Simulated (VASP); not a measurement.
# Ge (Fd-3m) in VASP: single point with r2SCAN

Aim: the single point of Ge with r2SCAN.

Program: VASP 6.6.1. These are calculated values, not measurements. Logs are shortened: lines on timing, memory, paths and dates and some standing lists are left out, and cuts for length are marked.

## (1) The cell of the first run

It takes space group Fd-3m (No. 227, cubic). The conventional cell has a = 5.604 Å, b = 5.604 Å, c = 5.604 Å, α = 90.00°, β = 90.00°, γ = 90.00°. Within 3.2 Å of Ge (site symmetry -43m) lie 4 Ge at 2.43 Å.

## (2) Single point, r2SCAN

Contents of POSCAR:

```
Ge
1.0
    0.0000000000      2.8020505700      2.8020505700
    2.8020505700      0.0000000000      2.8020505700
    2.8020505700      2.8020505700      0.0000000000
Ge
2
Direct
    0.0000000000      0.0000000000      0.0000000000
    0.2500000000      0.2500000000      0.2500000000
```

Contents of INCAR.step1:

```
SYSTEM = Ge
PREC = Accurate
ENCUT = 520
ISMEAR = -1
SIGMA = 0.1
LREAL = .FALSE.
LASPH = .TRUE.
NELM = 100
NBANDS = 21
GGA = PE
ALGO = Normal
EDIFF = 1E-4
LWAVE = .TRUE.
LCHARG = .FALSE.
```

Contents of INCAR.step2:

```
SYSTEM = Ge
PREC = Accurate
ENCUT = 520
EDIFF = 1E-6
ISMEAR = -1
SIGMA = 0.1
LREAL = .FALSE.
LASPH = .TRUE.
NELM = 100
ALGO = Normal
ISIF = 2
LWAVE = .FALSE.
LCHARG = .FALSE.
METAGGA = R2SCAN
LMIXTAU = .TRUE.
NBANDS = 21
ISTART = 1
```

Contents of KPOINTS:

```
Automatic mesh
0
G
  10 10 10
  0 0 0
```

Potentials or basis: VASP PAW PBE potentials, release 64 (Ge_d).

On the command line:

```bash
$ cat potpaw_PBE.64/Ge_d/POTCAR > POTCAR
$ cp INCAR.step1 INCAR
$ mpirun -np 1 vasp_std > vasp.out
$ cp INCAR.step2 INCAR
$ mpirun -np 1 vasp_std > vasp.out
```

OUTCAR:

```text
SYSTEM = Ge
   PREC = Accurate
   ENCUT = 520
   EDIFF = 1E-6
   ISMEAR = -1
   LREAL = .FALSE.
   LASPH = .TRUE.
   NELM = 100
   ISIF = 2
   METAGGA = R2SCAN
   ISTART = 1

 ion  position               nearest neighbor table
   1  0.000  0.000  0.000-   2 2.43   2 2.43   2 2.43   2 2.43
   2  0.250  0.250  0.250-   1 2.43   1 2.43   1 2.43   1 2.43

  LATTYP: Found a face centered cubic cell.
 ALAT       =     5.6041011400

  Lattice vectors:

 A1 = (   0.0000000000,   2.8020505700,   2.8020505700)
 A2 = (   2.8020505700,   0.0000000000,   2.8020505700)
 A3 = (   2.8020505700,   2.8020505700,   0.0000000000)

Analysis of symmetry for initial positions (statically):
=====================================================================
 Subroutine PRICEL returns:
 Original cell was already a primitive cell.

 Routine SETGRP: Setting up the symmetry group for a
 face centered cubic supercell.

 Subroutine GETGRP returns: Found 48 space group operations
 (whereof 24 operations were pure point group operations)
 out of a pool of 48 trial point group operations.

The static configuration has the point symmetry T_d .
 The point group associated with its full space group is O_h .

Analysis of symmetry for dynamics (positions and initial velocities):
=====================================================================
 Subroutine PRICEL returns:
 Original cell was already a primitive cell.

 Routine SETGRP: Setting up the symmetry group for a
 face centered cubic supercell.

 Subroutine GETGRP returns: Found 48 space group operations
 (whereof 24 operations were pure point group operations)
 out of a pool of 48 trial point group operations.

The dynamic configuration has the point symmetry T_d .
 The point group associated with its full space group is O_h .

 Subroutine INISYM returns: Found 48 space group operations
 (whereof 24 operations are pure point group operations),
 and found     1 'primitive' translations

----------------------------------------------------------------------------------------

                                     Primitive cell

  volume of cell :      44.0005

  direct lattice vectors                    reciprocal lattice vectors
     0.000000000  2.802050570  2.802050570    -0.178440748  0.178440748  0.178440748
     2.802050570  0.000000000  2.802050570     0.178440748 -0.178440748  0.178440748
     2.802050570  2.802050570  0.000000000     0.178440748  0.178440748 -0.178440748

  length of vectors
     3.962697919  3.962697919  3.962697919     0.309068442  0.309068442  0.309068442

  position of ions in fractional coordinates (direct lattice)
     0.000000000  0.000000000  0.000000000
     0.250000000  0.250000000  0.250000000

  ion indices of the primitive-cell ions
   primitive index   ion index
                 1           1
                 2           2

----------------------------------------------------------------------------------------

 KPOINTS: Automatic mesh

Automatic generation of k-mesh.
 Grid dimensions read from file:
 generate k-points for:   10   10   10

 Generating k-lattice:

  Cartesian coordinates                     Fractional coordinates (reciprocal lattice)
    -0.017844075  0.017844075  0.017844075     0.100000000  0.000000000  0.000000000
     0.017844075 -0.017844075  0.017844075     0.000000000  0.100000000  0.000000000
     0.017844075  0.017844075 -0.017844075     0.000000000  0.000000000  0.100000000

  Length of vectors
     0.030906844  0.030906844  0.030906844

  Shift w.r.t. Gamma in fractional coordinates (k-lattice)
     0.000000000  0.000000000  0.000000000

 Subroutine IBZKPT returns following result:
 ===========================================

 Found     47 irreducible k-points:

 Following reciprocal coordinates:
            Coordinates               Weight
  0.000000  0.000000  0.000000      1.000000
  0.100000  0.000000  0.000000      8.000000
  0.200000  0.000000  0.000000      8.000000
  0.300000  0.000000  0.000000      8.000000
  0.400000  0.000000  0.000000      8.000000
  0.500000  0.000000  0.000000      4.000000
[... 16 lines left out ...]
  0.300000  0.300000  0.000000      6.000000
  0.400000  0.300000  0.000000     24.000000
 [... further k-points ...]
   k-points           NKPTS =     47   k-points in BZ     NKDIM =     47   number of bands    NBANDS=     21
   number of dos      NEDOS =    301   number of ions     NIONS =      2
   total plane-waves  NPLWV =  27000
   dimension x,y,z NGX =    30 NGY =   30 NGZ =   30
   dimension x,y,z NGXF=    60 NGYF=   60 NGZF=   60
   ions per type =               2
   NGX,Y,Z   is equivalent  to a cutoff of  12.59, 12.59, 12.59 a.u.
   NGXF,Y,Z  is equivalent  to a cutoff of  25.17, 25.17, 25.17 a.u.
 SYSTEM =  Ge
   PREC   = accura    normal or accurate (medium, high low for compatibility)
   ISTART =      1    job   : 0-new  1-cont  2-samecut
   ICHARG =      0    charge: 1-file 2-atom 10-const
   ISPIN  =      1    spin polarized calculation?
   LNONCOLLINEAR =      F non collinear calculations
   LSORBIT =      F    spin-orbit coupling
   LASPH  =      T    aspherical Exc in radial PAW
   ENCUT  =  520.0 eV  38.22 Ry    6.18 a.u.   7.37  7.37  7.37*2*pi/ulx,y,z
   NELM   =    100;   NELMIN=  2; NELMDL=  0     # of ELM steps
   EDIFF  = 0.1E-05   stopping-criterion for ELM
   LREAL  =      F    real-space projection
   EDIFFG = 0.1E-04   stopping-criterion for IOM
   NSW    =      0    number of steps for IOM
   IBRION =     -1    ionic relax: 0-MD 1-quasi-New 2-CG
   NFREE  =      0    steps in history (QN), initial steepest desc. (CG)
   ISIF   =      2    stress and relaxation
   ISYM   =      2    0-nonsym 1-usesym 2-fastsym
   POTIM  = 0.5000    time-step for ionic-motion
   TEBEG  =    0.0;   TEEND  =   0.0 temperature during run
   PSTRESS=    0.0 pullay stress
   NELECT =      28.0000    total number of electrons
   NUPDOWN=      -1.0000    fix difference up-down
   EMIN   =  10.00;   EMAX   =-10.00  energy-range for DOS
   EFERMI =   0.00;   METHOD = LEGACY
   ISMEAR =    -1;   SIGMA  =   0.10  broadening in eV -4-tet -1-fermi 0-gaus
   EFERMI_NEDOS =   21; number of points for ismear=-14 and -15
   IALGO  =     38    algorithm
   IMIX   =      4    mixing-type and parameters
     AMIX     =   0.40;   BMIX     =  1.00
     AMIX_MAG =   1.60;   BMIX_MAG =  1.00
  volume/ion in A,a.u.               =      22.00       148.47
  Fermi-wavevector in a.u.,A,eV,Ry     =   1.408126  2.660972 26.977891  1.982819
  Thomas-Fermi vector in A             =   2.530315
   LORBIT       =      0    0 simple, 1 ext, 2 COOP (PROOUT), +10 PAW based schemes
   METAGGA = R2SCAN    functional components
   LHFCALC =     F    Hartree Fock is set to
   AEXX    =    0.0000 exact exchange contribution
   IVDW    =     0    specifies the selected vdW correction
   LEPSILON=     F    determine dielectric tensor
   LRPA    =     F    only Hartree local field effects (RPA)
 non-spin polarized calculation
  energy-cutoff  :      520.00
  volume of cell :       44.00
 maximum number of plane-waves:      1243
 NGX is ok and might be reduce to    30
   NGX = 15   NGY = 15   NGZ = 15

 number of electron      28.0000031 magnetization

 Free energy of the ion-electron system (eV)
  ---------------------------------------------------
  ext. energy  EPLUGINS =         0.00000000
  ---------------------------------------------------
  free energy    TOTEN  =       -27.72677884 eV

  energy without entropy =      -27.72592219  energy(sigma->0) =      -27.72635052

 E-fermi :   5.3269     XC(G=0): -10.9698

 val. band max:        5.0873806580   @ k =   0.0000   0.0000   0.0000
 cond. band min:       5.6276289007   @ k =   0.5000   0.0000   0.0000
 fundamental gap:      0.5402482427
 Fermi energy:         5.3269155540

 k-point     1 :       0.0000    0.0000    0.0000
  band No.  band energies     occupation
      1     -20.4512      2.00000
      2     -20.4512      2.00000
      3     -20.4512      2.00000
      4     -20.4093      2.00000
      5     -20.4093      2.00000
      6     -20.1755      2.00000
[... 13 lines left out ...]
     20      15.0967      0.00000
     21      15.0967      0.00000

 k-point     2 :       0.1000    0.0000    0.0000
  band No.  band energies     occupation
      1     -20.4577      2.00000
      2     -20.4577      2.00000
      3     -20.4494      2.00000
      4     -20.4003      2.00000
      5     -20.4003      2.00000
      6     -20.1830      2.00000
[... 13 lines left out ...]
     20      14.3835      0.00000
     21      14.3835      0.00000

 k-point     3 :       0.2000    0.0000    0.0000
  band No.  band energies     occupation
      1     -20.4676      2.00000
      2     -20.4676      2.00000
      3     -20.4447      2.00000
      4     -20.3841      2.00000
      5     -20.3841      2.00000
      6     -20.1947      2.00000
[... 13 lines left out ...]
     20      13.8631      0.00000
     21      13.8631      0.00000

 k-point     4 :       0.3000    0.0000    0.0000
  band No.  band energies     occupation
      1     -20.4744      2.00000
      2     -20.4744      2.00000
      3     -20.4387      2.00000
      4     -20.3709      2.00000
      5     -20.3709      2.00000
      6     -20.2031      2.00000
[... 13 lines left out ...]
     20      14.2828      0.00000
     21      14.2828      0.00000

 k-point     5 :       0.4000    0.0000    0.0000
  band No.  band energies     occupation
      1     -20.4775      2.00000
      2     -20.4775      2.00000
      3     -20.4338      2.00000
      4     -20.3639      2.00000
      5     -20.3639      2.00000
      6     -20.2066      2.00000
[... 13 lines left out ...]
     20      15.6276      0.00000
     21      15.6277      0.00000
[... 382 lines left out ...]
     20      15.1598      0.00000
     21      17.3135      0.00000

 k-point    22 :      -0.2000    0.2000    0.0000
  band No.  band energies     occupation
      1     -20.4844      2.00000
      2     -20.4836      2.00000
      3     -20.4211      2.00000
      4     -20.3725      2.00000
      5     -20.3455      2.00000
      6     -20.2323      2.00000
[... 13 lines left out ...]
     20      15.7599      0.00000
     21      16.3457      0.00000

 k-point    23 :       0.3000    0.3000    0.0000
  band No.  band energies     occupation
      1     -20.4768      2.00000
      2     -20.4768      2.00000
      3     -20.4530      2.00000
      4     -20.3540      2.00000
      5     -20.3075      2.00000
      6     -20.2978      2.00000
[... 13 lines left out ...]
     20      16.7345      0.00000
     21      17.2077      0.00000

 k-point    24 :       0.4000    0.3000    0.0000
  band No.  band energies     occupation
      1     -20.4886      2.00000
      2     -20.4819      2.00000
      3     -20.4342      2.00000
      4     -20.3367      2.00000
      5     -20.3176      2.00000
      6     -20.2881      2.00000
[... 13 lines left out ...]
     20      17.5707      0.00000
     21      17.6615      0.00000

 [... further k-points ...]

------------------------ aborting loop because EDIFF is reached ----------------------------------------

  FORCE on cell =-STRESS in cart. coord.  units (eV):
  Direction    XX          YY          ZZ          XY          YZ          ZX
  --------------------------------------------------------------------------------------
  -------------------------------------------------------------------------------------
  Total        0.8263954      0.8263954      0.8263954     -0.0000000      0.0000000     -0.0000000
  in kB       30.0912735     30.0912735     30.0912735     -0.0000000      0.0000000     -0.0000000
  external PRESSURE =      30.0912735 kB  Pullay stress =       0.0000000 kB

 VOLUME and BASIS-vectors are now :
 -----------------------------------------------------------------------------
  energy-cutoff  :      520.00
  volume of cell :       44.00
      direct lattice vectors                 reciprocal lattice vectors
     0.000000000  2.802050570  2.802050570    -0.178440748  0.178440748  0.178440748
     2.802050570  0.000000000  2.802050570     0.178440748 -0.178440748  0.178440748
     2.802050570  2.802050570  0.000000000     0.178440748  0.178440748 -0.178440748

 POSITION                                       TOTAL-FORCE (eV/Angst)
 -----------------------------------------------------------------------------------
      0.00000      0.00000      0.00000        -0.000000     -0.000000      0.000000
      1.40103      1.40103      1.40103         0.000000      0.000000     -0.000000
 -----------------------------------------------------------------------------------
    total drift:                                0.000000      0.000000      0.000000

  FREE ENERGIE OF THE ION-ELECTRON SYSTEM (eV)
  ---------------------------------------------------
  free  energy   TOTEN  =       -27.7267788442 eV

  energy  without entropy=      -27.7259221871  energy(sigma->0) =      -27.72635052
```

Wall time 2.7 min (1 thread of Intel Xeon Platinum 8488C (Sapphire Rapids), shared host); peak memory 0.18 GiB.

Results:

* Free energy: -27.7268 eV
* Pressure: 3.0 GPa
* Band gap on the k mesh: 0.54 eV, indirect (least direct gap 0.68 eV)

Caveat: the PAW data sets were made with another functional, which shifts forces and pressure a little.
